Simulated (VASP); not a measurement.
# Sb2Se3 (Pnma) in VASP: single point with PBE

Aim: the single point of Sb2Se3 with PBE.

Program: VASP 6.6.1. These are calculated values, not measurements. Logs are shortened: lines on timing, memory, paths and dates and some standing lists are left out, and cuts for length are marked.

## Step 1: The cell of the first run

Symmetry: Pnma, No. 62, orthorhombic system. The conventional cell has a = 12.833 Å, b = 4.031 Å, c = 11.545 Å, α = 90.00°, β = 90.00°, γ = 90.00°. Within 3.6 Å of Sb (site symmetry m) lie 6 Se at 2.70 to 3.26 Å. Sb (site symmetry m) has 5 Se at 2.62 to 3.04 Å within 3.5 Å. Se (site symmetry m) has 5 Sb at 2.62 to 3.24 Å within 3.5 Å. Se (site symmetry m) has 3 Sb at 2.71 to 3.26 Å and 1 Se at 3.50 Å within 3.6 Å. Within 3.6 Å of Se (site symmetry m) lie 3 Sb at 2.70 to 2.82 Å and 1 Se at 3.50 Å.

## Step 2: Single point, PBE

Contents of INCAR:

```
PREC     = Accurate       # precision mode
ENCUT    = 520            # plane-wave cutoff, eV
EDIFF    = 1E-7           # SCF threshold, eV
ISMEAR   = -1             # smearing method
SIGMA    = 0.02           # smearing width, eV
LREAL    = Auto         
LASPH    = True           # aspherical terms in the spheres
NELM     = 80             # most SCF steps
ALGO     = Normal         # electronic algorithm
ISIF     = 2              # what is computed and relaxed
LWAVE    = False          # write WAVECAR
LCHARG   = True           # write CHGCAR
GGA      = PE             # functional
LELF     = True           # ELF
LVHAR    = True         
NBANDS   = 72             # bands
```

Contents of KPOINTS:

```
Automatic mesh
0
Gamma
  2 6 2
```

Contents of POSCAR:

```
Sb2Se3
1.0
   12.8334608533      0.0000000000      0.0000000000
    0.0000000000      4.0314746349      0.0000000000
    0.0000000000      0.0000000000     11.5449011347
Sb Se
8 12
Direct
    0.0360425781      0.2500000000      0.3318977466
    0.9639574219      0.7500000000      0.6681022534
    0.4639574219      0.7500000000      0.8318977466
    0.5360425781      0.2500000000      0.1681022534
    0.1372143186      0.7500000000      0.0369946263
    0.8627856814      0.2500000000      0.9630053737
    0.3627856814      0.2500000000      0.5369946263
    0.6372143186      0.7500000000      0.4630053737
    0.0474201459      0.2500000000      0.8670410674
    0.9525798541      0.7500000000      0.1329589326
    0.4525798541      0.7500000000      0.3670410674
    0.5474201459      0.2500000000      0.6329589326
    0.1275275653      0.7500000000      0.4521884720
    0.8724724347      0.2500000000      0.5478115280
    0.3724724347      0.2500000000      0.9521884720
    0.6275275653      0.7500000000      0.0478115280
    0.2041788942      0.2500000000      0.1909234802
    0.7958211058      0.7500000000      0.8090765198
    0.2958211058      0.7500000000      0.6909234802
    0.7041788942      0.2500000000      0.3090765198
```

Potentials or basis: VASP PAW PBE potentials, release 64 (Sb, Se).

Launch:

```
$ cat potpaw_PBE.64/Sb/POTCAR potpaw_PBE.64/Se/POTCAR > POTCAR
$ mpirun -np 1 vasp_std > vasp.out
```

OUTCAR:

```text
PREC = Accurate
   ENCUT = 520
   EDIFF = 1E-7
   ISMEAR = -1
   LREAL = Auto
   LASPH = True
   NELM = 80
   ISIF = 2
   GGA = PE

 ion  position               nearest neighbor table
   1  0.036  0.250  0.332-  17 2.70  13 2.71  13 2.71  10 3.24  10 3.24  14 3.26
   2  0.964  0.750  0.668-  18 2.70  14 2.71  14 2.71   9 3.24   9 3.24  13 3.26
   3  0.464  0.750  0.832-  19 2.70  15 2.71  15 2.71  12 3.24  12 3.24  16 3.26
   4  0.536  0.250  0.168-  20 2.70  16 2.71  16 2.71  11 3.24  11 3.24  15 3.26
   5  0.137  0.750  0.037-  10 2.62  17 2.82  17 2.82   9 3.04   9 3.04
   6  0.863  0.250  0.963-   9 2.62  18 2.82  18 2.82  10 3.04  10 3.04
   7  0.363  0.250  0.537-  12 2.62  19 2.82  19 2.82  11 3.04  11 3.04
   8  0.637  0.750  0.463-  11 2.62  20 2.82  20 2.82  12 3.04  12 3.04
   9  0.047  0.250  0.867-   6 2.62   5 3.04   5 3.04   2 3.24   2 3.24
  10  0.953  0.750  0.133-   5 2.62   6 3.04   6 3.04   1 3.24   1 3.24
  11  0.453  0.750  0.367-   8 2.62   7 3.04   7 3.04   4 3.24   4 3.24
  12  0.547  0.250  0.633-   7 2.62   8 3.04   8 3.04   3 3.24   3 3.24
  13  0.128  0.750  0.452-   1 2.71   1 2.71   2 3.26
  14  0.872  0.250  0.548-   2 2.71   2 2.71   1 3.26
  15  0.372  0.250  0.952-   3 2.71   3 2.71   4 3.26
  16  0.628  0.750  0.048-   4 2.71   4 2.71   3 3.26
  17  0.204  0.250  0.191-   1 2.70   5 2.82   5 2.82
  18  0.796  0.750  0.809-   2 2.70   6 2.82   6 2.82
  19  0.296  0.750  0.691-   3 2.70   7 2.82   7 2.82
  20  0.704  0.250  0.309-   4 2.70   8 2.82   8 2.82

  LATTYP: Found a simple orthorhombic cell.
 ALAT       =     4.0314746349
 B/A-ratio  =     2.8636918697
 C/A-ratio  =     3.1833167800

  Lattice vectors:

 A1 = (   0.0000000000,   4.0314746349,   0.0000000000)
 A2 = (   0.0000000000,   0.0000000000,  11.5449011347)
 A3 = (  12.8334608533,   0.0000000000,   0.0000000000)

Analysis of symmetry for initial positions (statically):
=====================================================================
 Subroutine PRICEL returns:
 Original cell was already a primitive cell.

 Routine SETGRP: Setting up the symmetry group for a
 simple orthorhombic supercell.

 Subroutine GETGRP returns: Found  8 space group operations
 (whereof  2 operations were pure point group operations)
 out of a pool of  8 trial point group operations.

The static configuration has the point symmetry S_2 .
 The point group associated with its full space group is D_2h.

Analysis of symmetry for dynamics (positions and initial velocities):
=====================================================================
 Subroutine PRICEL returns:
 Original cell was already a primitive cell.

 Routine SETGRP: Setting up the symmetry group for a
 simple orthorhombic supercell.

 Subroutine GETGRP returns: Found  8 space group operations
 (whereof  2 operations were pure point group operations)
 out of a pool of  8 trial point group operations.

The dynamic configuration has the point symmetry S_2 .
 The point group associated with its full space group is D_2h.

 Subroutine INISYM returns: Found  8 space group operations
 (whereof  2 operations are pure point group operations),
 and found     1 'primitive' translations

----------------------------------------------------------------------------------------

                                     Primitive cell

  volume of cell :     597.3075

  direct lattice vectors                    reciprocal lattice vectors
    12.833460853  0.000000000  0.000000000     0.077921304  0.000000000  0.000000000
     0.000000000  4.031474635  0.000000000     0.000000000  0.248048193  0.000000000
     0.000000000  0.000000000 11.544901135     0.000000000  0.000000000  0.086618325

  length of vectors
    12.833460853  4.031474635 11.544901135     0.077921304  0.248048193  0.086618325

  position of ions in fractional coordinates (direct lattice)
     0.036042578  0.250000000  0.331897747
     0.963957422  0.750000000  0.668102253
     0.463957422  0.750000000  0.831897747
     0.536042578  0.250000000  0.168102253
     0.137214319  0.750000000  0.036994626
     0.862785681  0.250000000  0.963005374
[... 12 lines left out ...]
     0.295821106  0.750000000  0.690923480
     0.704178894  0.250000000  0.309076520

  ion indices of the primitive-cell ions
   primitive index   ion index
                 1           1
                 2           2
                 3           3
                 4           4
                 5           5
                 6           6
[... 12 lines left out ...]
                19          19
                20          20

----------------------------------------------------------------------------------------

 KPOINTS: Automatic mesh

Automatic generation of k-mesh.
 Grid dimensions read from file:
 generate k-points for:    2    6    2

 Generating k-lattice:

  Cartesian coordinates                     Fractional coordinates (reciprocal lattice)
     0.038960652  0.000000000  0.000000000     0.500000000  0.000000000  0.000000000
     0.000000000  0.041341366  0.000000000     0.000000000  0.166666667  0.000000000
     0.000000000  0.000000000  0.043309163     0.000000000  0.000000000  0.500000000

  Length of vectors
     0.038960652  0.041341366  0.043309163

  Shift w.r.t. Gamma in fractional coordinates (k-lattice)
     0.000000000  0.000000000  0.000000000

 Subroutine IBZKPT returns following result:
 ===========================================

 Found     16 irreducible k-points:

 Following reciprocal coordinates:
            Coordinates               Weight
  0.000000  0.000000  0.000000      1.000000
  0.500000  0.000000  0.000000      1.000000
  0.000000  0.166667  0.000000      2.000000
  0.500000  0.166667  0.000000      2.000000
  0.000000  0.333333  0.000000      2.000000
  0.500000  0.333333  0.000000      2.000000
[... 8 lines left out ...]
  0.000000  0.500000  0.500000      1.000000
  0.500000  0.500000  0.500000      1.000000
   k-points           NKPTS =     16   k-points in BZ     NKDIM =     16   number of bands    NBANDS=     72
   number of dos      NEDOS =    301   number of ions     NIONS =     20
   total plane-waves  NPLWV = 259200
   dimension x,y,z NGX =    96 NGY =   30 NGZ =   90
   dimension x,y,z NGXF=   192 NGYF=   60 NGZF=  180
   ions per type =               8  12
   NGX,Y,Z   is equivalent  to a cutoff of  12.44, 12.37, 12.96 a.u.
   NGXF,Y,Z  is equivalent  to a cutoff of  24.87, 24.74, 25.92 a.u.
 SYSTEM =  unknown system
   PREC   = accura    normal or accurate (medium, high low for compatibility)
   ISTART =      0    job   : 0-new  1-cont  2-samecut
   ICHARG =      2    charge: 1-file 2-atom 10-const
   ISPIN  =      1    spin polarized calculation?
   LNONCOLLINEAR =      F non collinear calculations
   LSORBIT =      F    spin-orbit coupling
   LASPH  =      T    aspherical Exc in radial PAW
   ENCUT  =  520.0 eV  38.22 Ry    6.18 a.u.  23.86  7.50 21.47*2*pi/ulx,y,z
   NELM   =     80;   NELMIN=  2; NELMDL= -5     # of ELM steps
   EDIFF  = 0.1E-06   stopping-criterion for ELM
   LREAL  =      T    real-space projection
   EDIFFG = 0.1E-05   stopping-criterion for IOM
   NSW    =      0    number of steps for IOM
   IBRION =     -1    ionic relax: 0-MD 1-quasi-New 2-CG
   NFREE  =      0    steps in history (QN), initial steepest desc. (CG)
   ISIF   =      2    stress and relaxation
   ISYM   =      2    0-nonsym 1-usesym 2-fastsym
   POTIM  = 0.5000    time-step for ionic-motion
   TEBEG  =    0.0;   TEEND  =   0.0 temperature during run
   PSTRESS=    0.0 pullay stress
   NELECT =     112.0000    total number of electrons
   NUPDOWN=      -1.0000    fix difference up-down
   EMIN   =  10.00;   EMAX   =-10.00  energy-range for DOS
   EFERMI =   0.00;   METHOD = LEGACY
   ISMEAR =    -1;   SIGMA  =   0.02  broadening in eV -4-tet -1-fermi 0-gaus
   EFERMI_NEDOS =   21; number of points for ismear=-14 and -15
   IALGO  =     38    algorithm
   IMIX   =      4    mixing-type and parameters
     AMIX     =   0.40;   BMIX     =  1.00
     AMIX_MAG =   1.60;   BMIX_MAG =  1.00
  volume/ion in A,a.u.               =      29.87       201.54
  Fermi-wavevector in a.u.,A,eV,Ry     =   0.937019  1.770708 11.945967  0.878004
  Thomas-Fermi vector in A             =   2.064087
   LORBIT       =      0    0 simple, 1 ext, 2 COOP (PROOUT), +10 PAW based schemes
   GGA     = PE    functional components
   LHFCALC =     F    Hartree Fock is set to
   AEXX    =    0.0000 exact exchange contribution
   IVDW    =     0    specifies the selected vdW correction
   LEPSILON=     F    determine dielectric tensor
   LRPA    =     F    only Hartree local field effects (RPA)
 non-spin polarized calculation
  energy-cutoff  :      520.00
  volume of cell :      597.31
 maximum number of plane-waves:     16128
 NGX is ok and might be reduce to    96
   NGX = 47   NGY = 15   NGZ = 43

 number of electron     111.9999991 magnetization

 Free energy of the ion-electron system (eV)
  ---------------------------------------------------
  ext. energy  EPLUGINS =         0.00000000
  ---------------------------------------------------
  free energy    TOTEN  =       -80.42576312 eV

  energy without entropy =      -80.42576312  energy(sigma->0) =      -80.42576312

 E-fermi :   4.1379     XC(G=0):  -8.8504

 val. band max:        3.7177215868   @ k =   0.5000   0.0000   0.0000
 cond. band min:       4.5719915908   @ k =   0.0000   0.0000   0.5000
 fundamental gap:      0.8542700040
 Fermi energy:         4.1379390964

 k-point     1 :       0.0000    0.0000    0.0000
  band No.  band energies     occupation
      1     -10.1681      2.00000
      2      -9.9934      2.00000
      3      -9.6611      2.00000
      4      -9.5404      2.00000
      5      -9.3886      2.00000
      6      -9.2758      2.00000
[... 60 lines left out ...]
     67       6.0853      0.00000
     68       6.3046      0.00000
[... 1063 lines left out ...]
     67       6.5836      0.00000
     68       6.5836      0.00000
 [bands above 68 left out]

------------------------ aborting loop because EDIFF is reached ----------------------------------------

  FORCE on cell =-STRESS in cart. coord.  units (eV):
  Direction    XX          YY          ZZ          XY          YZ          ZX
  --------------------------------------------------------------------------------------
  -------------------------------------------------------------------------------------
  Total        0.3822817     -0.0799856      0.0313773      0.0000000      0.0000000      0.0000000
  in kB        1.0254066     -0.2145479      0.0841644      0.0000000      0.0000000      0.0000000
  external PRESSURE =       0.2983411 kB  Pullay stress =       0.0000000 kB

 VOLUME and BASIS-vectors are now :
 -----------------------------------------------------------------------------
  energy-cutoff  :      520.00
  volume of cell :      597.31
      direct lattice vectors                 reciprocal lattice vectors
    12.833460853  0.000000000  0.000000000     0.077921304  0.000000000  0.000000000
     0.000000000  4.031474635  0.000000000     0.000000000  0.248048193  0.000000000
     0.000000000  0.000000000 11.544901135     0.000000000  0.000000000  0.086618325

 POSITION                                       TOTAL-FORCE (eV/Angst)
 -----------------------------------------------------------------------------------
      0.46255      1.00787      3.83173        -0.024346     -0.000000     -0.016061
     12.37091      3.02361      7.71317         0.024346      0.000000      0.016061
      5.95418      3.02361      9.60418         0.024346      0.000000     -0.016061
      6.87928      1.00787      1.94072        -0.024346     -0.000000      0.016061
      1.76093      3.02361      0.42710         0.015428     -0.000000     -0.018928
     11.07253      1.00787     11.11780        -0.015428      0.000000      0.018928
[... 12 lines left out ...]
      3.79641      3.02361      7.97664        -0.011652     -0.000000     -0.009038
      9.03705      1.00787      3.56826         0.011652      0.000000      0.009038
 -----------------------------------------------------------------------------------
    total drift:                               -0.000000     -0.000000     -0.000000

  FREE ENERGIE OF THE ION-ELECTRON SYSTEM (eV)
  ---------------------------------------------------
  free  energy   TOTEN  =       -80.4257631234 eV

  energy  without entropy=      -80.4257631233  energy(sigma->0) =      -80.42576312
```

Wall time 11 min (1 thread of Intel Xeon Platinum 8488C (Sapphire Rapids), shared host); peak memory 0.8 GiB.

Results:

```yaml
Free_energy: -80.4258 eV
Pressure: 0.0 GPa
Largest_force: 0.029 eV/Å
Band_gap_on_the_k_mesh: 0.85 eV (least direct gap 1.02 eV)
```

Forces on the atoms (eV/Å):
```
Sb  -0.024  0.000 -0.016
Sb   0.024  0.000  0.016
Sb   0.024  0.000 -0.016
Sb  -0.024  0.000  0.016
Sb   0.015  0.000 -0.019
Sb  -0.015  0.000  0.019
Sb  -0.015  0.000 -0.019
Sb   0.015  0.000  0.019
Se   0.024  0.000 -0.016
Se  -0.024  0.000  0.016
Se  -0.024  0.000 -0.016
Se   0.024  0.000  0.016
Se   0.016  0.000  0.024
Se  -0.016  0.000 -0.024
Se  -0.016  0.000  0.024
Se   0.016  0.000 -0.024
Se   0.012  0.000 -0.009
Se  -0.012  0.000  0.009
Se  -0.012  0.000 -0.009
Se   0.012  0.000  0.009
```

Stress tensor (GPa, compression positive):
```
 0.10  0.00  0.00
 0.00 -0.02  0.00
 0.00  0.00  0.01
```

Caveat: spin-orbit coupling is left out, which moves the levels of the heavy elements. As with any semilocal functional, this PBE gap is likely too small.
